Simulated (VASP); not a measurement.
Au:

```
CELL_PARAMETERS angstrom
0.00000 2.82065 2.82065
2.82065 0.00000 2.82065
2.82065 2.82065 0.00000
ATOMIC_POSITIONS crystal
Au 0.87500 0.87500 0.87500
Au 0.12500 0.12500 0.12500
```

This isn't the form of Au at room conditions, which is fcc.

```yaml
Program: VASP 6.6.1
Task: relaxation of cell and atoms
Functional: PBE
Potentials_or_basis: VASP PAW PBE potentials, release 64 (Au)
Cutoff: 600 eV
k_mesh: 13 × 13 × 13
Occupations: fermi-dirac, width 0.05 eV
Spin: no spin polarisation
```

At the start: pressure 29.7 GPa; volume 22.44 Å³/atom.

**Question.** Where does the relaxation end?

**Answer.** Over 22 steps the energy falls by 469.9 meV/atom and the volume is 29.20 Å³/atom (+30.1 %); space group Fd-3m (No. 227, to 0.1 Å) before and after.

The path:
| step | energy change (eV) | largest force (eV/Å) | pressure (GPa) | volume (Å³) |
| --- | --- | --- | --- | --- |
| 1 | 0.0000 | 0.0000 | 29.73 | 44.88 |
| 2 | -0.3962 | 0.0000 | -6.50 | 77.72 |
| 3 | -0.9389 | 0.0000 | -0.48 | 58.96 |
| 4 | -0.9395 | 0.0000 | -0.21 | 58.64 |
| 5 | -0.9397 | 0.0000 | 0.06 | 58.34 |
| 6 | -0.9397 | 0.0000 | 0.06 | 58.34 |
| 7 | -0.9397 | 0.0000 | 0.06 | 58.34 |
| 8 | -0.9397 | 0.0000 | 0.06 | 58.34 |
| 9 | -0.9397 | 0.0000 | 0.06 | 58.34 |
| 10 | -0.9397 | 0.0000 | 0.06 | 58.34 |
| 11 | -0.9397 | 0.0000 | 0.06 | 58.34 |
| 12 | -0.9397 | 0.0000 | 0.06 | 58.34 |
| 13 | -0.9397 | 0.0000 | 0.06 | 58.34 |
| 14 | -0.9397 | 0.0000 | 0.06 | 58.34 |
| 15 | -0.9397 | 0.0000 | 0.06 | 58.34 |
| 16 | -0.9397 | 0.0000 | 0.06 | 58.34 |
| 17 | -0.9397 | 0.0000 | 0.06 | 58.34 |
| 18 | -0.9397 | 0.0000 | 0.05 | 58.35 |
| 19 | -0.9397 | 0.0000 | 0.05 | 58.35 |
| 20 | -0.9397 | 0.0000 | 0.04 | 58.36 |
| 21 | -0.9397 | 0.0000 | 0.03 | 58.37 |
| 22 | -0.9397 | 0.0000 | 0.00 | 58.40 |

Final structure:
```
CELL_PARAMETERS angstrom
0.00000 3.07942 3.07942
3.07942 0.00000 3.07942
3.07942 3.07942 0.00000
ATOMIC_POSITIONS crystal
Au 0.87500 0.87500 0.87500
Au 0.12500 0.12500 0.12500
```

Caveat: the volume moved by over 15 % at a fixed basis, so the end points are rough.
